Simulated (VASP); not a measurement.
# CdSe4 (P-43m) in VASP: further runs

CdSe4 is run at these levels: PBE; tasks: single point, relaxation of cell and atoms.

Program: VASP 6.6.1. These are calculated values, not measurements. Logs are shortened: lines on timing, memory, paths and dates and some standing lists are left out, and cuts for length are marked.

## (1) The cell of the first run

Symmetry: P-43m, No. 215, cubic system. Conventional cell: a = 5.076 Å, b = 5.076 Å, c = 5.076 Å, α = 90.00°, β = 90.00°, γ = 90.00°. Cd (site symmetry -43m) has 4 Se at 2.70 Å within 3.6 Å. Within 3.7 Å of Se (site symmetry 3m) lie 1 Cd at 2.70 Å and 9 Se at 2.77 to 3.68 Å.

The cell was built from a structure type or drawn by symmetry, and may not be a known phase.

## (2) Single point, PBE

File INCAR:

```
SYSTEM = CdSe4
PREC = Accurate
ENCUT = 520
EDIFF = 1E-7
ISMEAR = 0
SIGMA = 0.1
LREAL = .FALSE.
LASPH = .TRUE.
NELM = 100
ALGO = Normal
ISIF = 2
LWAVE = .FALSE.
LCHARG = .FALSE.
GGA = PE
NBANDS = 26
```

File KPOINTS:

```
Automatic mesh
0
G
  4 4 4
  0 0 0
```

File POSCAR:

```
CdSe4
1.0
    5.0756042318      0.0000000000      0.0000000000
    0.0000000000      5.0756042318      0.0000000000
    0.0000000000      0.0000000000      5.0756042318
Cd Se
1 4
Direct
    0.0000000000      0.0000000000      0.0000000000
    0.3071506745      0.3071506745      0.3071506745
    0.6928493255      0.6928493255      0.3071506745
    0.3071506745      0.6928493255      0.6928493255
    0.6928493255      0.3071506745      0.6928493255
```

Potentials or basis: VASP PAW PBE potentials, release 64 (Cd, Se).

Command:

```
$ cat potpaw_PBE.64/Cd/POTCAR potpaw_PBE.64/Se/POTCAR > POTCAR
$ mpirun -np 1 vasp_std > vasp.out
```

OUTCAR:

```text
SYSTEM = CdSe4
   PREC = Accurate
   ENCUT = 520
   EDIFF = 1E-7
   ISMEAR = 0
   LREAL = .FALSE.
   LASPH = .TRUE.
   NELM = 100
   ISIF = 2
   GGA = PE

 ion  position               nearest neighbor table
   1  0.000  0.000  0.000-   2 2.70   3 2.70   4 2.70   5 2.70
   2  0.307  0.307  0.307-   1 2.70   3 2.77   4 2.77   5 2.77
   3  0.693  0.693  0.307-   1 2.70   2 2.77   4 2.77   5 2.77
   4  0.307  0.693  0.693-   1 2.70   2 2.77   3 2.77   5 2.77
   5  0.693  0.307  0.693-   1 2.70   2 2.77   3 2.77   4 2.77

  LATTYP: Found a simple cubic cell.
 ALAT       =     5.0756042318

  Lattice vectors:

 A1 = (   5.0756042318,   0.0000000000,   0.0000000000)
 A2 = (   0.0000000000,   5.0756042318,   0.0000000000)
 A3 = (   0.0000000000,   0.0000000000,   5.0756042318)

Analysis of symmetry for initial positions (statically):
=====================================================================
 Subroutine PRICEL returns:
 Original cell was already a primitive cell.

 Routine SETGRP: Setting up the symmetry group for a
 simple cubic supercell.

 Subroutine GETGRP returns: Found 24 space group operations
 (whereof 24 operations were pure point group operations)
 out of a pool of 48 trial point group operations.

The static configuration has the point symmetry T_d .

Analysis of symmetry for dynamics (positions and initial velocities):
=====================================================================
 Subroutine PRICEL returns:
 Original cell was already a primitive cell.

 Routine SETGRP: Setting up the symmetry group for a
 simple cubic supercell.

 Subroutine GETGRP returns: Found 24 space group operations
 (whereof 24 operations were pure point group operations)
 out of a pool of 48 trial point group operations.

The dynamic configuration has the point symmetry T_d .

 Subroutine INISYM returns: Found 24 space group operations
 (whereof 24 operations are pure point group operations),
 and found     1 'primitive' translations

----------------------------------------------------------------------------------------

                                     Primitive cell

  volume of cell :     130.7565

  direct lattice vectors                    reciprocal lattice vectors
     5.075604232  0.000000000  0.000000000     0.197020878  0.000000000  0.000000000
     0.000000000  5.075604232  0.000000000     0.000000000  0.197020878  0.000000000
     0.000000000  0.000000000  5.075604232     0.000000000  0.000000000  0.197020878

  length of vectors
     5.075604232  5.075604232  5.075604232     0.197020878  0.197020878  0.197020878

  position of ions in fractional coordinates (direct lattice)
     0.000000000  0.000000000  0.000000000
     0.307150675  0.307150675  0.307150675
     0.692849325  0.692849325  0.307150675
     0.307150675  0.692849325  0.692849325
     0.692849325  0.307150675  0.692849325

  ion indices of the primitive-cell ions
   primitive index   ion index
                 1           1
                 2           2
                 3           3
                 4           4
                 5           5

----------------------------------------------------------------------------------------

 KPOINTS: Automatic mesh

Automatic generation of k-mesh.
 Grid dimensions read from file:
 generate k-points for:    4    4    4

 Generating k-lattice:

  Cartesian coordinates                     Fractional coordinates (reciprocal lattice)
     0.049255219  0.000000000  0.000000000     0.250000000  0.000000000  0.000000000
     0.000000000  0.049255219  0.000000000     0.000000000  0.250000000  0.000000000
     0.000000000  0.000000000  0.049255219     0.000000000  0.000000000  0.250000000

  Length of vectors
     0.049255219  0.049255219  0.049255219

  Shift w.r.t. Gamma in fractional coordinates (k-lattice)
     0.000000000  0.000000000  0.000000000

 Subroutine IBZKPT returns following result:
 ===========================================

 Found     10 irreducible k-points:

 Following reciprocal coordinates:
            Coordinates               Weight
  0.000000  0.000000  0.000000      1.000000
  0.250000  0.000000  0.000000      6.000000
  0.500000  0.000000  0.000000      3.000000
  0.250000  0.250000  0.000000     12.000000
  0.500000  0.250000  0.000000     12.000000
  0.500000  0.500000  0.000000      3.000000
  0.250000  0.250000  0.250000      8.000000
  0.500000  0.250000  0.250000     12.000000
  0.500000  0.500000  0.250000      6.000000
  0.500000  0.500000  0.500000      1.000000
   k-points           NKPTS =     10   k-points in BZ     NKDIM =     10   number of bands    NBANDS=     26
   number of dos      NEDOS =    301   number of ions     NIONS =      5
   total plane-waves  NPLWV =  64000
   dimension x,y,z NGX =    40 NGY =   40 NGZ =   40
   dimension x,y,z NGXF=    80 NGYF=   80 NGZF=   80
   ions per type =               1   4
   NGX,Y,Z   is equivalent  to a cutoff of  13.10, 13.10, 13.10 a.u.
   NGXF,Y,Z  is equivalent  to a cutoff of  26.20, 26.20, 26.20 a.u.
 SYSTEM =  CdSe4
   PREC   = accura    normal or accurate (medium, high low for compatibility)
   ISTART =      0    job   : 0-new  1-cont  2-samecut
   ICHARG =      2    charge: 1-file 2-atom 10-const
   ISPIN  =      1    spin polarized calculation?
   LNONCOLLINEAR =      F non collinear calculations
   LSORBIT =      F    spin-orbit coupling
   LASPH  =      T    aspherical Exc in radial PAW
   ENCUT  =  520.0 eV  38.22 Ry    6.18 a.u.   9.44  9.44  9.44*2*pi/ulx,y,z
   NELM   =    100;   NELMIN=  2; NELMDL= -5     # of ELM steps
   EDIFF  = 0.1E-06   stopping-criterion for ELM
   LREAL  =      F    real-space projection
   EDIFFG = 0.1E-05   stopping-criterion for IOM
   NSW    =      0    number of steps for IOM
   IBRION =     -1    ionic relax: 0-MD 1-quasi-New 2-CG
   NFREE  =      0    steps in history (QN), initial steepest desc. (CG)
   ISIF   =      2    stress and relaxation
   ISYM   =      2    0-nonsym 1-usesym 2-fastsym
   POTIM  = 0.5000    time-step for ionic-motion
   TEBEG  =    0.0;   TEEND  =   0.0 temperature during run
   PSTRESS=    0.0 pullay stress
   NELECT =      36.0000    total number of electrons
   NUPDOWN=      -1.0000    fix difference up-down
   EMIN   =  10.00;   EMAX   =-10.00  energy-range for DOS
   EFERMI =   0.00;   METHOD = LEGACY
   ISMEAR =     0;   SIGMA  =   0.10  broadening in eV -4-tet -1-fermi 0-gaus
   EFERMI_NEDOS =   21; number of points for ismear=-14 and -15
   IALGO  =     38    algorithm
   IMIX   =      4    mixing-type and parameters
     AMIX     =   0.40;   BMIX     =  1.00
     AMIX_MAG =   1.60;   BMIX_MAG =  1.00
  volume/ion in A,a.u.               =      26.15       176.48
  Fermi-wavevector in a.u.,A,eV,Ry     =   1.065012  2.012581 15.432421  1.134251
  Thomas-Fermi vector in A             =   2.200550
   LORBIT       =      0    0 simple, 1 ext, 2 COOP (PROOUT), +10 PAW based schemes
   GGA     = PE    functional components
   LHFCALC =     F    Hartree Fock is set to
   AEXX    =    0.0000 exact exchange contribution
   IVDW    =     0    specifies the selected vdW correction
   LEPSILON=     F    determine dielectric tensor
   LRPA    =     F    only Hartree local field effects (RPA)
 non-spin polarized calculation
 Gauss-broadening in eV      SIGMA  =   0.10
  energy-cutoff  :      520.00
  volume of cell :      130.76
 maximum number of plane-waves:      3575
 NGX is ok and might be reduce to    40
   NGX = 19   NGY = 19   NGZ = 19

 number of electron      35.9999990 magnetization

 Free energy of the ion-electron system (eV)
  ---------------------------------------------------
  ext. energy  EPLUGINS =         0.00000000
  ---------------------------------------------------
  free energy    TOTEN  =       -12.23949116 eV

  energy without entropy =      -12.22810299  energy(sigma->0) =      -12.23379707

 E-fermi :   2.5000     XC(G=0):  -9.3566

 val. band max:        2.3674537173   @ k =   0.2500   0.2500   0.2500
 cond. band min:       2.6133998495   @ k =   0.5000   0.2500   0.0000
 fundamental gap:      0.2459461322
 Fermi energy:         2.5000136630

 k-point     1 :       0.0000    0.0000    0.0000
  band No.  band energies     occupation
      1     -12.3658      2.00000
      2      -9.4781      2.00000
      3      -9.4781      2.00000
      4      -9.4781      2.00000
      5      -5.7578      2.00000
      6      -5.7578      2.00000
[... 18 lines left out ...]
     25       7.4906      0.00000
     26       8.3090      0.00000

 k-point     2 :       0.2500    0.0000    0.0000
  band No.  band energies     occupation
      1     -12.2384      2.00000
      2      -9.7660      2.00000
      3      -9.4680      2.00000
      4      -9.4680      2.00000
      5      -5.8598      2.00000
      6      -5.7505      2.00000
[... 18 lines left out ...]
     25       7.9239      0.00000
     26       9.1057      0.00000

 k-point     3 :       0.5000    0.0000    0.0000
  band No.  band energies     occupation
      1     -12.0833      2.00000
      2     -10.0702      2.00000
      3      -9.4577      2.00000
      4      -9.4577      2.00000
      5      -5.9429      2.00000
      6      -5.7432      2.00000
[... 18 lines left out ...]
     25       8.9186      0.00000
     26       9.2248      0.00000

 k-point     4 :       0.2500    0.2500    0.0000
  band No.  band energies     occupation
      1     -12.1202      2.00000
      2      -9.7461      2.00000
      3      -9.6981      2.00000
      4      -9.4743      2.00000
      5      -5.8875      2.00000
      6      -5.7656      2.00000
[... 18 lines left out ...]
     25       8.3006      0.00000
     26       9.8060      0.00000
[... 90 lines left out ...]
      1     -11.8770      2.00000
      2      -9.9403      2.00000
      3      -9.6821      2.00000
      4      -9.6685      2.00000
      5      -5.8986      2.00000
      6      -5.7466      2.00000
[... 18 lines left out ...]
     25       8.9974      0.00000
     26       9.9493      0.00000

 k-point     9 :       0.5000    0.5000    0.2500
  band No.  band energies     occupation
      1     -11.7583      2.00000
      2      -9.8774      2.00000
      3      -9.8774      2.00000
      4      -9.6899      2.00000
      5      -5.8127      2.00000
      6      -5.7276      2.00000
[... 18 lines left out ...]
     25       8.8505      0.00000
     26      10.0975      0.00000

 k-point    10 :       0.5000    0.5000    0.5000
  band No.  band energies     occupation
      1     -11.6455      2.00000
      2      -9.8591      2.00000
      3      -9.8591      2.00000
      4      -9.8591      2.00000
      5      -5.6876      2.00000
      6      -5.6876      2.00000
[... 18 lines left out ...]
     25       7.9015      0.00000
     26      10.1326      0.00000

------------------------ aborting loop because EDIFF is reached ----------------------------------------

  FORCE on cell =-STRESS in cart. coord.  units (eV):
  Direction    XX          YY          ZZ          XY          YZ          ZX
  --------------------------------------------------------------------------------------
  -------------------------------------------------------------------------------------
  Total        0.1468958      0.1468958      0.1468958      0.0000000      0.0000000      0.0000000
  in kB        1.7999340      1.7999340      1.7999340      0.0000000      0.0000000      0.0000000
  external PRESSURE =       1.7999340 kB  Pullay stress =       0.0000000 kB

 VOLUME and BASIS-vectors are now :
 -----------------------------------------------------------------------------
  energy-cutoff  :      520.00
  volume of cell :      130.76
      direct lattice vectors                 reciprocal lattice vectors
     5.075604232  0.000000000  0.000000000     0.197020878  0.000000000  0.000000000
     0.000000000  5.075604232  0.000000000     0.000000000  0.197020878  0.000000000
     0.000000000  0.000000000  5.075604232     0.000000000  0.000000000  0.197020878

 POSITION                                       TOTAL-FORCE (eV/Angst)
 -----------------------------------------------------------------------------------
      0.00000      0.00000      0.00000         0.000000      0.000000     -0.000000
      1.55898      1.55898      1.55898         0.007402      0.007402      0.007402
      3.51663      3.51663      1.55898        -0.007402     -0.007402      0.007402
      1.55898      3.51663      3.51663         0.007402     -0.007402     -0.007402
      3.51663      1.55898      3.51663        -0.007402      0.007402     -0.007402
 -----------------------------------------------------------------------------------
    total drift:                               -0.000000     -0.000000      0.000000

  FREE ENERGIE OF THE ION-ELECTRON SYSTEM (eV)
  ---------------------------------------------------
  free  energy   TOTEN  =       -12.2394911581 eV

  energy  without entropy=      -12.2281029918  energy(sigma->0) =      -12.23379707
```

Wall time 32 s (1 thread of Intel Xeon Platinum 8259CL at 2.50GHz (Skylake/Cascade Lake), shared host); peak memory 0.25 GiB.

Results:

```
Free energy            : -12.2395 eV
Pressure               : 0.2 GPa
Largest force          : 0.013 eV/Å
Band gap on the k mesh : zero (bands 18 and 19 overlap by 0.74 eV)
```

Forces on the atoms (eV/Å):
```
Cd   0.000  0.000  0.000
Se   0.007  0.007  0.007
Se  -0.007 -0.007  0.007
Se   0.007 -0.007 -0.007
Se  -0.007  0.007 -0.007
```

Levels at points of the mesh, in eV from the Fermi level:
| k point | band 15 | band 16 | band 17 | band 18 | band 19 | band 20 | band 21 | band 22 |
| --- | --- | --- | --- | --- | --- | --- | --- | --- |
| (0.00, 0.00, 0.00) | -2.50 | -0.25 | -0.25 | -0.25 | 0.85 | 0.85 | 0.85 | 1.51 |
| (0.50, 0.00, 0.00) | -2.26 | -2.04 | -1.13 | 0.25 | 0.25 | 0.68 | 0.68 | 4.17 |
| (0.50, 0.50, 0.00) | -1.47 | -1.47 | -1.04 | -0.96 | 0.60 | 0.60 | 1.27 | 4.19 |
| (0.50, 0.50, 0.50) | -0.73 | 0.59 | 0.59 | 0.59 | 0.92 | 0.92 | 0.92 | 1.38 |

Caveat: semilocal functionals underestimate gaps, so a narrow gap can read as zero.

## (3) Single point, PBE

This run uses another cell than the first one, of 29.91 Å³/atom.

File INCAR:

```
SYSTEM = CdSe4
PREC = Accurate
ENCUT = 520
EDIFF = 1E-6
ISMEAR = 0
SIGMA = 0.1
LREAL = .False.
LASPH = .True.
NELM = 60
ALGO = Normal
ISIF = 2
LWAVE = .False.
LCHARG = .False.
GGA = PE
NBANDS = 26
```

File KPOINTS:

```
regular mesh
0
Gamma
  4 4 4
  0 0 0
```

File POSCAR:

```
CdSe4
1.0
    5.3082238000      0.0000000000      0.0000000000
    0.0000000000      5.3082238000      0.0000000000
    0.0000000000      0.0000000000      5.3082238000
Cd Se
1 4
Direct
    0.0000000000      0.0000000000      0.0000000000
    0.2500000000      0.2500000000      0.2500000000
    0.7500000000      0.7500000000      0.2500000000
    0.2500000000      0.7500000000      0.7500000000
    0.7500000000      0.2500000000      0.7500000000
```

Potentials or basis: VASP PAW PBE potentials, release 64 (Cd, Se).

Command:

```
$ cat potpaw_PBE.64/Cd/POTCAR potpaw_PBE.64/Se/POTCAR > POTCAR
$ mpirun -np 1 vasp_std > vasp.out
```

OUTCAR:

```text
SYSTEM = CdSe4
   PREC = Accurate
   ENCUT = 520
   EDIFF = 1E-6
   ISMEAR = 0
   LREAL = .False.
   LASPH = .True.
   NELM = 60
   ISIF = 2
   GGA = PE

 ion  position               nearest neighbor table
   1  0.000  0.000  0.000-   2 2.30   3 2.30   4 2.30   5 2.30
   2  0.250  0.250  0.250-   1 2.30
   3  0.750  0.750  0.250-   1 2.30
   4  0.250  0.750  0.750-   1 2.30
   5  0.750  0.250  0.750-   1 2.30

  LATTYP: Found a simple cubic cell.
[... 475 lines left out ...]
  --------------------------------------------------------------------------------------
  -------------------------------------------------------------------------------------
  Total        6.2910603      6.2910603      6.2910603      0.0000000      0.0000000     -0.0000000
  in kB       67.3886496     67.3886496     67.3886496      0.0000000      0.0000000     -0.0000000
  external PRESSURE =      67.3886496 kB  Pullay stress =       0.0000000 kB

 VOLUME and BASIS-vectors are now :
 -----------------------------------------------------------------------------
  energy-cutoff  :      520.00
  volume of cell :      149.57
      direct lattice vectors                 reciprocal lattice vectors
     5.308223800  0.000000000  0.000000000     0.188386933  0.000000000  0.000000000
     0.000000000  5.308223800  0.000000000     0.000000000  0.188386933  0.000000000
     0.000000000  0.000000000  5.308223800     0.000000000  0.000000000  0.188386933

 POSITION                                       TOTAL-FORCE (eV/Angst)
 -----------------------------------------------------------------------------------
      0.00000      0.00000      0.00000         0.000000      0.000000      0.000000
      1.32706      1.32706      1.32706         2.064077      2.064077      2.064077
      3.98117      3.98117      1.32706        -2.064077     -2.064077      2.064077
      1.32706      3.98117      3.98117         2.064077     -2.064077     -2.064077
      3.98117      1.32706      3.98117        -2.064077      2.064077     -2.064077
 -----------------------------------------------------------------------------------
    total drift:                                0.000000     -0.000000     -0.000000

  FREE ENERGIE OF THE ION-ELECTRON SYSTEM (eV)
  ---------------------------------------------------
  free  energy   TOTEN  =        -9.1492747184 eV

  energy  without entropy=       -9.1304706139  energy(sigma->0) =       -9.13987267
```

OSZICAR:

```text
N       E                     dE             d eps       ncg     rms          rms(c)
DAV:   1     0.220337549019E+03    0.22034E+03   -0.15870E+04   520   0.119E+03
DAV:   2     0.460433154732E+01   -0.21573E+03   -0.21097E+03   638   0.250E+02
DAV:   3    -0.945195028480E+01   -0.14056E+02   -0.13898E+02   596   0.640E+01
DAV:   4    -0.958687290197E+01   -0.13492E+00   -0.13478E+00   644   0.682E+00
DAV:   5    -0.958792186025E+01   -0.10490E-02   -0.10488E-02   606   0.589E-01    0.122E+01
DAV:   6    -0.916737151224E+01    0.42055E+00   -0.16041E+00   558   0.155E+01    0.109E+01
DAV:   7    -0.915731530661E+01    0.10056E-01   -0.20859E-01   598   0.357E+00    0.525E+00
DAV:   8    -0.914964698217E+01    0.76683E-02   -0.14858E-02   596   0.923E-01    0.306E-01
DAV:   9    -0.914916935376E+01    0.47763E-03   -0.29241E-03   616   0.661E-01    0.725E-02
DAV:  10    -0.914927769763E+01   -0.10834E-03   -0.46270E-04   632   0.123E-01    0.428E-02
DAV:  11    -0.914927168612E+01    0.60115E-05   -0.33082E-05   664   0.701E-02    0.973E-03
DAV:  12    -0.914927455159E+01   -0.28655E-05   -0.74506E-06   598   0.162E-02    0.240E-03
DAV:  13    -0.914927471839E+01   -0.16680E-06   -0.17793E-07   326   0.273E-03
   1 F= -.91492747E+01 E0= -.91398727E+01  d E =-.188041E-01
```

stdout:

```text
POSCAR found type information on POSCAR CdSe
 POSCAR found :  2 types and       5 ions
 scaLAPACK will be used
 LDA part: xc-table for (Slater+PW92), standard interpolation
 POSCAR, INCAR and KPOINTS ok, starting setup
 FFT: planning ... GRIDC
 FFT: planning ... GRID_SOFT
 FFT: planning ... GRID
 WAVECAR not read
 entering main loop
```

Wall time 29 s (1 thread of Intel Xeon Platinum 8259CL at 2.50GHz (Skylake/Cascade Lake), shared host); peak memory 0.24 GiB.

Results:

```yaml
Free_energy: -9.1493 eV
Pressure: 6.7 GPa
Band_gap_on_the_k_mesh: zero (bands 18 and 19 overlap by 0.68 eV)
```

Caveat: the cell stands under pressure; semilocal functionals underestimate gaps, so a narrow gap can read as zero.

(Continued in part 2 of 2.)
